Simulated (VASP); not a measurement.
**Ti: single point with PBEsol**

Ti:

```
CELL_PARAMETERS angstrom
-1.64100 1.64100 1.64100
1.64100 -1.64100 1.64100
3.28200 3.28200 0.00000
ATOMIC_POSITIONS crystal
Ti 0.98600 0.01400 0.00000
Ti 0.51400 0.48600 0.50000
```

This cell differs from its parent crystal: atoms displaced along a vibrational mode.

```json
{
  "Program": "VASP 6.6.1",
  "Task": "single point",
  "Functional": "PBEsol",
  "Potentials or basis": "VASP PAW PBE potentials, release 64 (Ti_sv)",
  "Cutoff": "520 eV",
  "k mesh": "18 × 18 × 10",
  "Occupations": "gaussian, width 0.15 eV",
  "Spin": "no spin polarisation"
}
```

The pressure is -6.9 GPa, the largest force is 0.236 eV/Å and the band gap on the k mesh is zero (bands 12 and 13 overlap by 1.49 eV).

Forces in eV/Å, atoms in the order of the input:
```
Ti   0.167 -0.167  0.000
Ti  -0.167  0.167  0.000
```

Stress tensor (GPa, compression positive):
```
-6.96 -0.49  0.00
-0.49 -6.96  0.00
 0.00  0.00 -6.84
```

Levels at points of the mesh, in eV from the Fermi level:
```tsv
k point	band 8	band 9	band 10	band 11	band 12	band 13	band 14	band 15	band 16	band 17
(0.00, 0.00, 0.00)	-32.31	-5.92	-2.42	-0.38	0.95	0.98	0.98	1.09	2.66	2.66
(0.50, 0.00, 0.00)	-32.36	-1.78	-1.71	-0.76	-0.36	-0.26	0.20	2.20	2.82	3.05
(0.50, 0.50, 0.00)	-32.33	-2.41	-2.05	-2.03	-0.39	1.07	2.66	2.94	3.83	3.85
(0.00, 0.00, 0.50)	-32.32	-4.06	-4.06	0.22	0.22	0.44	0.44	2.32	2.32	2.36
(0.50, 0.00, 0.50)	-32.32	-2.42	-2.42	-0.39	-0.39	1.10	1.10	2.65	2.65	3.02
(0.50, 0.50, 0.50)	-32.54	-1.56	-1.56	-0.96	-0.96	1.19	1.19	1.84	1.84	4.01
```

Wall time 26 min on 1 thread of Intel Xeon 8259CL (shared host), peak memory 0.4 GiB.

Caveat: the cell differs from its parent crystal (atoms displaced along a vibrational mode); the cell stands under tension; the PAW data sets were made with another functional, which shifts forces and pressure a little.
